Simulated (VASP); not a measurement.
# Gd (P6_3/mmc) in VASP: a series of runs

Runs on Gd. Level: PBE. Tasks: single point, relaxation of cell and atoms.

Program: VASP 6.6.1. These are calculated values, not measurements. Logs are shortened: lines on timing, memory, paths and dates and some standing lists are left out, and cuts for length are marked.

**1. The cell of the first run**

The structure is hexagonal, space group P6_3/mmc (No. 194). The conventional cell has a = 3.647 Å, b = 3.647 Å, c = 5.834 Å, α = 90.00°, β = 90.00°, γ = 120.00°. Gd (site symmetry -6m2) has 12 Gd at 3.60 to 3.65 Å within 4.7 Å.

**2. Single point, PBE, collinear spin, ferromagnetic start**

INCAR

```
ALGO = Normal
EDIFF = 1E-6
ENCUT = 520
GGA = PE
ISIF = 2
ISMEAR = -1
ISPIN = 2
LASPH = True
LCHARG = False
LMAXMIX = 6
LORBIT = 11
LREAL = False
LWAVE = False
MAGMOM = 7 7
NBANDS = 29
NELM = 150
PREC = Accurate
SIGMA = 0.05
```

KPOINTS

```
k-points
0
Gamma
  12 12 8
```

POSCAR

```
Gd
1.0
    3.6466196470      0.0000000000      0.0000000000
   -1.8233098235      3.1580652523      0.0000000000
    0.0000000000      0.0000000000      5.8336351112
Gd
2
Direct
    0.3333333333      0.6666666667      0.2500000000
    0.6666666667      0.3333333333      0.7500000000
```

Potentials or basis: VASP PAW PBE potentials, release 64 (Gd).

Command:

```sh
$ cat potpaw_PBE.64/Gd/POTCAR > POTCAR
$ mpirun -np 1 vasp_std > vasp.out
```

OUTCAR:

```text
EDIFF = 1E-6
   ENCUT = 520
   GGA = PE
   ISIF = 2
   ISMEAR = -1
   ISPIN = 2
   LASPH = True
   LORBIT = 11
   LREAL = False
   NELM = 150
   PREC = Accurate

 ion  position               nearest neighbor table
   1  0.333  0.667  0.250-
   2  0.667  0.333  0.750-

  LATTYP: Found a hexagonal cell.
 ALAT       =     3.6466196470
 C/A-ratio  =     1.5997377505

  Lattice vectors:

 A1 = (   3.6466196470,   0.0000000000,   0.0000000000)
 A2 = (  -1.8233098235,   3.1580652523,   0.0000000000)
 A3 = (   0.0000000000,   0.0000000000,   5.8336351112)

Analysis of symmetry for initial positions (statically):
=====================================================================
 Subroutine PRICEL returns:
 Original cell was already a primitive cell.

 Routine SETGRP: Setting up the symmetry group for a
 hexagonal supercell.

 Subroutine GETGRP returns: Found 24 space group operations
 (whereof 12 operations were pure point group operations)
 out of a pool of 24 trial point group operations.

The static configuration has the point symmetry D_3d.
 The point group associated with its full space group is D_6h.

Analysis of symmetry for dynamics (positions and initial velocities):
=====================================================================
 Subroutine PRICEL returns:
 Original cell was already a primitive cell.

 Routine SETGRP: Setting up the symmetry group for a
 hexagonal supercell.

 Subroutine GETGRP returns: Found 24 space group operations
 (whereof 12 operations were pure point group operations)
 out of a pool of 24 trial point group operations.

The dynamic configuration has the point symmetry D_3d.
 The point group associated with its full space group is D_6h.

Analysis of structural, dynamic, and magnetic symmetry:
=====================================================================
 Subroutine PRICEL returns:
 Original cell was already a primitive cell.

 Routine SETGRP: Setting up the symmetry group for a
 hexagonal supercell.

 Subroutine GETGRP returns: Found 24 space group operations
 (whereof 12 operations were pure point group operations)
 out of a pool of 24 trial point group operations.

The overall configuration has the point symmetry D_3d.
 The point group associated with its full space group is D_6h.

 Subroutine INISYM returns: Found 24 space group operations
 (whereof 12 operations are pure point group operations),
 and found     1 'primitive' translations

----------------------------------------------------------------------------------------

                                     Primitive cell

  volume of cell :      67.1817

  direct lattice vectors                    reciprocal lattice vectors
     3.646619647  0.000000000  0.000000000     0.274226571  0.158324784  0.000000000
    -1.823309824  3.158065252  0.000000000     0.000000000  0.316649569  0.000000000
     0.000000000  0.000000000  5.833635111     0.000000000  0.000000000  0.171419703

  length of vectors
     3.646619647  3.646619647  5.833635111     0.316649569  0.316649569  0.171419703

  position of ions in fractional coordinates (direct lattice)
     0.333333333  0.666666667  0.250000000
     0.666666667  0.333333333  0.750000000

  ion indices of the primitive-cell ions
   primitive index   ion index
                 1           1
                 2           2

----------------------------------------------------------------------------------------

 KPOINTS: k-points

Automatic generation of k-mesh.
 Grid dimensions read from file:
 generate k-points for:   12   12    8

 Generating k-lattice:

  Cartesian coordinates                     Fractional coordinates (reciprocal lattice)
     0.022852214  0.013193732  0.000000000     0.083333333 -0.000000000  0.000000000
     0.000000000  0.026387464  0.000000000     0.000000000  0.083333333  0.000000000
     0.000000000  0.000000000  0.021427463     0.000000000  0.000000000  0.125000000

  Length of vectors
     0.026387464  0.026387464  0.021427463

  Shift w.r.t. Gamma in fractional coordinates (k-lattice)
     0.000000000  0.000000000  0.000000000

 Subroutine IBZKPT returns following result:
 ===========================================

 Found     95 irreducible k-points:

 Following reciprocal coordinates:
            Coordinates               Weight
  0.000000  0.000000  0.000000      1.000000
  0.083333  0.000000  0.000000      6.000000
  0.166667  0.000000  0.000000      6.000000
  0.250000 -0.000000  0.000000      6.000000
  0.333333  0.000000  0.000000      6.000000
  0.416667  0.000000  0.000000      6.000000
[... 16 lines left out ...]
  0.250000 -0.000000  0.125000     12.000000
  0.333333  0.000000  0.125000     12.000000
 [... further k-points ...]
   k-points           NKPTS =     95   k-points in BZ     NKDIM =     95   number of bands    NBANDS=     29
   number of dos      NEDOS =    301   number of ions     NIONS =      2
   total plane-waves  NPLWV =  37632
   dimension x,y,z NGX =    28 NGY =   28 NGZ =   48
   dimension x,y,z NGXF=    56 NGYF=   56 NGZF=   96
   ions per type =               2
   NGX,Y,Z   is equivalent  to a cutoff of  12.76, 12.76, 13.68 a.u.
   NGXF,Y,Z  is equivalent  to a cutoff of  25.53, 25.53, 27.36 a.u.
 SYSTEM =  unknown system
   PREC   = accura    normal or accurate (medium, high low for compatibility)
   ISTART =      0    job   : 0-new  1-cont  2-samecut
   ICHARG =      2    charge: 1-file 2-atom 10-const
   ISPIN  =      2    spin polarized calculation?
   LNONCOLLINEAR =      F non collinear calculations
   LSORBIT =      F    spin-orbit coupling
   LASPH  =      T    aspherical Exc in radial PAW
   ENCUT  =  520.0 eV  38.22 Ry    6.18 a.u.   6.78  6.78 10.85*2*pi/ulx,y,z
   NELM   =    150;   NELMIN=  2; NELMDL= -5     # of ELM steps
   EDIFF  = 0.1E-05   stopping-criterion for ELM
   LREAL  =      F    real-space projection
   EDIFFG = 0.1E-04   stopping-criterion for IOM
   NSW    =      0    number of steps for IOM
   IBRION =     -1    ionic relax: 0-MD 1-quasi-New 2-CG
   NFREE  =      0    steps in history (QN), initial steepest desc. (CG)
   ISIF   =      2    stress and relaxation
   ISYM   =      2    0-nonsym 1-usesym 2-fastsym
   POTIM  = 0.5000    time-step for ionic-motion
   TEBEG  =    0.0;   TEEND  =   0.0 temperature during run
   PSTRESS=    0.0 pullay stress
   NELECT =      36.0000    total number of electrons
   NUPDOWN=      -1.0000    fix difference up-down
   EMIN   =  10.00;   EMAX   =-10.00  energy-range for DOS
   EFERMI =   0.00;   METHOD = LEGACY
   ISMEAR =    -1;   SIGMA  =   0.05  broadening in eV -4-tet -1-fermi 0-gaus
   EFERMI_NEDOS =   21; number of points for ismear=-14 and -15
   IALGO  =     38    algorithm
   IMIX   =      4    mixing-type and parameters
     AMIX     =   0.40;   BMIX     =  1.00
     AMIX_MAG =   1.60;   BMIX_MAG =  1.00
  volume/ion in A,a.u.               =      33.59       226.68
  Fermi-wavevector in a.u.,A,eV,Ry     =   1.329715  2.512798 24.057049  1.768143
  Thomas-Fermi vector in A             =   2.458857
   LORBIT       =     11    0 simple, 1 ext, 2 COOP (PROOUT), +10 PAW based schemes
   GGA     = PE    functional components
   LHFCALC =     F    Hartree Fock is set to
   AEXX    =    0.0000 exact exchange contribution
   IVDW    =     0    specifies the selected vdW correction
   LEPSILON=     F    determine dielectric tensor
   LRPA    =     F    only Hartree local field effects (RPA)
 spin polarized calculation
  energy-cutoff  :      520.00
  volume of cell :       67.18
 maximum number of plane-waves:      1833
 NGX is ok and might be reduce to    28
   NGX = 13   NGY = 13   NGZ = 21

 number of electron      36.0000010 magnetization      15.3341662

 Free energy of the ion-electron system (eV)
  ---------------------------------------------------
  ext. energy  EPLUGINS =         0.00000000
  ---------------------------------------------------
  free energy    TOTEN  =       -23.42692453 eV

  energy without entropy =      -23.40032725  energy(sigma->0) =      -23.41362589

 E-fermi :   2.8965     XC(G=0):  -9.9039

 val. band max:        2.8909558699   @ k =   0.3333   0.1667   0.2500
 cond. band min:       2.9009675065   @ k =   0.3333   0.3333   0.3750
 fundamental gap:      0.0100116366
 Fermi energy:         2.8965436520

 spin component 1

 k-point     1 :       0.0000    0.0000    0.0000
  band No.  band energies     occupation
      1     -42.4429      1.00000
      2     -42.3797      1.00000
      3     -20.1614      1.00000
      4     -19.5787      1.00000
      5     -19.5787      1.00000
      6     -19.4802      1.00000
[... 21 lines left out ...]
     28       4.3269      0.00000
     29       4.8168      0.00000
[... 705 lines left out ...]
 k-point    24 :       0.3333    0.0000    0.1250
  band No.  band energies     occupation
      1     -42.4018      1.00000
      2     -42.3682      1.00000
      3     -20.0069      1.00000
      4     -19.8929      1.00000
      5     -19.8456      1.00000
      6     -19.6835      1.00000
[... 21 lines left out ...]
     28       4.2930      0.00000
     29       4.3281      0.00000

 [... further k-points ...]

 spin component 2

 k-point     1 :       0.0000    0.0000    0.0000
  band No.  band energies     occupation
      1     -39.1951      1.00000
      2     -39.1156      1.00000
      3     -17.9065      1.00000
      4     -17.1921      1.00000
      5     -17.1921      1.00000
      6     -17.0762      1.00000
[... 21 lines left out ...]
     28       5.5396      0.00000
     29       6.0377      0.00000
[... 705 lines left out ...]
 k-point    24 :       0.3333    0.0000    0.1250
  band No.  band energies     occupation
      1     -39.1433      1.00000
      2     -39.1010      1.00000
      3     -17.7163      1.00000
      4     -17.5803      1.00000
      5     -17.5174      1.00000
      6     -17.3200      1.00000
[... 21 lines left out ...]
     28       5.4082      0.00000
     29       5.4756      0.00000

 [... further k-points ...]

------------------------ aborting loop because EDIFF is reached ----------------------------------------

  FORCE on cell =-STRESS in cart. coord.  units (eV):
  Direction    XX          YY          ZZ          XY          YZ          ZX
  --------------------------------------------------------------------------------------
  -------------------------------------------------------------------------------------
  Total        0.0185109      0.0185109      0.0254760      0.0000000      0.0000000      0.0000000
  in kB        0.4414554      0.4414554      0.6075637      0.0000000      0.0000000      0.0000000
  external PRESSURE =       0.4968248 kB  Pullay stress =       0.0000000 kB

 VOLUME and BASIS-vectors are now :
 -----------------------------------------------------------------------------
  energy-cutoff  :      520.00
  volume of cell :       67.18
      direct lattice vectors                 reciprocal lattice vectors
     3.646619647  0.000000000  0.000000000     0.274226571  0.158324784  0.000000000
    -1.823309824  3.158065252  0.000000000     0.000000000  0.316649569  0.000000000
     0.000000000  0.000000000  5.833635111     0.000000000  0.000000000  0.171419703

 POSITION                                       TOTAL-FORCE (eV/Angst)
 -----------------------------------------------------------------------------------
     -0.00000      2.10538      1.45841        -0.000000      0.000000      0.000000
      1.82331      1.05269      4.37523         0.000000     -0.000000      0.000000
 -----------------------------------------------------------------------------------
    total drift:                               -0.000000      0.000000     -0.000000

  FREE ENERGIE OF THE ION-ELECTRON SYSTEM (eV)
  ---------------------------------------------------
  free  energy   TOTEN  =       -23.4269245286 eV

  energy  without entropy=      -23.4003272488  energy(sigma->0) =      -23.41362589

 total charge

# of ion       s       p       d       f       tot
--------------------------------------------------
    1        2.073   5.568   0.565   6.981  15.186
    2        2.073   5.568   0.565   6.981  15.186
--------------------------------------------------
tot          4.145  11.136   1.130  13.961  30.373

 magnetization (x)

# of ion       s       p       d       f       tot
--------------------------------------------------
    1        0.004  -0.051   0.226   6.824   7.002
    2        0.004  -0.051   0.226   6.824   7.002
--------------------------------------------------
tot          0.008  -0.103   0.452  13.647  14.004
```

Wall time 17 min (1 thread of Intel Xeon Platinum 8488C (Sapphire Rapids), shared host); peak memory 0.43 GiB.

What came out:

```
Free energy                                           : -23.4269 eV
Pressure                                              : 0.0 GPa
Net moment                                            : 15.33 μB per cell
Site moments                                          : Gd +7.00 μB
Valence electrons inside the program's atomic spheres : Gd 15.19
```

Caveat: spin-orbit coupling is left out, which moves the levels of the heavy elements.

**3. Relaxation of cell and atoms, PBE, collinear spin, ferromagnetic start**

This run uses another cell than the first one, of 35.75 Å³/atom, 1.064 times its volume.

INCAR

```
PREC = Accurate ; ENCUT = 600
EDIFF = 1E-7 ; ISMEAR = -1
SIGMA = 0.05 ; LREAL = False
LASPH = True ; NELM = 150
ALGO = Normal ; ISIF = 3
LWAVE = False ; LCHARG = False
ISPIN = 2 ; MAGMOM = 7 7
LORBIT = 11 ; LMAXMIX = 6
GGA = PE ; IBRION = 2
NSW = 100 ; EDIFFG = -0.005
```

KPOINTS

```
regular mesh
0
Gamma
  10 10 6
```

POSCAR

```
Gd
1.0
    3.7304835253      0.0000000000      0.0000000000
   -1.8652417626      3.2306935013      0.0000000000
    0.0000000000      0.0000000000      5.9328641456
Gd
2
Direct
    0.3333333333      0.6666666667      0.2500000000
    0.6666666667      0.3333333333      0.7500000000
```

Potentials or basis: VASP PAW PBE potentials, release 64 (Gd).

Command:

```sh
$ cat potpaw_PBE.64/Gd/POTCAR > POTCAR
$ mpirun -np 1 vasp_std > vasp.out
```

Run time: 73 min. Hardware: 1 thread of Intel Xeon Platinum 8259CL at 2.50GHz (Skylake/Cascade Lake), shared host; peak memory 0.4 GiB.

It converged, with:

- Free energy: -23.4335 eV
- Relaxed volume: 33.59 Å³/atom
- Relaxed cell: a = 3.648 Å, b = 3.648 Å, c = 5.829 Å, α = 90.00°, β = 90.00°, γ = 120.00°
- Space group after relaxing (to 0.05 Å): P6_3/mmc (No. 194)
- Energy gained by relaxing: 13.8 meV/atom
- Ionic steps: 16
- Pressure after relaxing: 0.0 GPa
- Net moment: 15.34 μB per cell
- Site moments: Gd +7.00 μB
- Valence electrons inside the program's atomic spheres: Gd 15.19

The path:
| step | energy change (eV) | largest force (eV/Å) | pressure (GPa) | volume (Å³) |
| --- | --- | --- | --- | --- |
| 1 | 0.0000 | 0.0000 | -1.97 | 71.50 |
| 2 | -0.0276 | 0.0000 | 0.06 | 67.05 |
| 3 | -0.0276 | 0.0000 | 0.02 | 67.16 |
| 4 | -0.0276 | 0.0000 | -0.06 | 67.25 |
| 5 | -0.0276 | 0.0000 | -0.04 | 67.25 |
| 6 | -0.0276 | 0.0000 | -0.04 | 67.25 |
| 7 | -0.0276 | 0.0000 | -0.04 | 67.25 |
| 8 | -0.0276 | 0.0000 | -0.04 | 67.25 |
| 9 | -0.0276 | 0.0000 | -0.04 | 67.25 |
| 10 | -0.0276 | 0.0000 | 0.00 | 67.15 |
| 11 | -0.0276 | 0.0000 | 0.06 | 67.17 |
| 12 | -0.0276 | 0.0000 | -0.02 | 67.22 |
| 13 | -0.0276 | 0.0000 | -0.02 | 67.20 |
| 14 | -0.0276 | 0.0000 | -0.06 | 67.19 |
| 15 | -0.0276 | 0.0000 | -0.03 | 67.18 |
| 16 | -0.0276 | 0.0000 | 0.00 | 67.17 |

Final structure:
```xyz
2
Lattice="3.6479 0.0000 0.0000 -1.8239 3.1592 0.0000 0.0000 0.0000 5.8290" Properties=species:S:1:pos:R:3 pbc="T T T"
Gd    0.0000    2.1061    1.4572
Gd    1.8239    1.0531    4.3717
```

Levels at points of the mesh, in eV from the Fermi level:
Spin up:
```tsv
k point	band 24	band 25	band 26	band 27	band 28	band 29
(0.00, 0.00, 0.00)	-2.48	0.95	1.32	1.32	1.44	1.93
(0.50, 0.00, 0.00)	-1.72	-1.28	-0.13	1.04	1.09	1.72
(0.00, 0.00, 0.50)	-3.60	0.45	0.45	1.25	1.25	1.25
(0.50, 0.00, 0.50)	-2.14	-0.48	-0.48	1.42	1.42	2.54
```
Spin down:
```csv
k point,band 8,band 9,band 10,band 11,band 12,band 13
"(0.00, 0.00, 0.00)",-19.97,-4.13,-1.39,0.32,0.36,0.40
"(0.50, 0.00, 0.00)",-20.06,-1.03,-0.85,-0.55,0.36,0.42
"(0.00, 0.00, 0.50)",-20.03,-2.61,-2.61,0.25,0.25,0.43
"(0.50, 0.00, 0.50)",-20.16,-1.30,-1.30,0.23,0.23,0.44
```

Caveat: spin-orbit coupling is left out, which moves the levels of the heavy elements. The state reached can hang on the start; a lower one may exist.

(Part 1 of 2 ends here.)
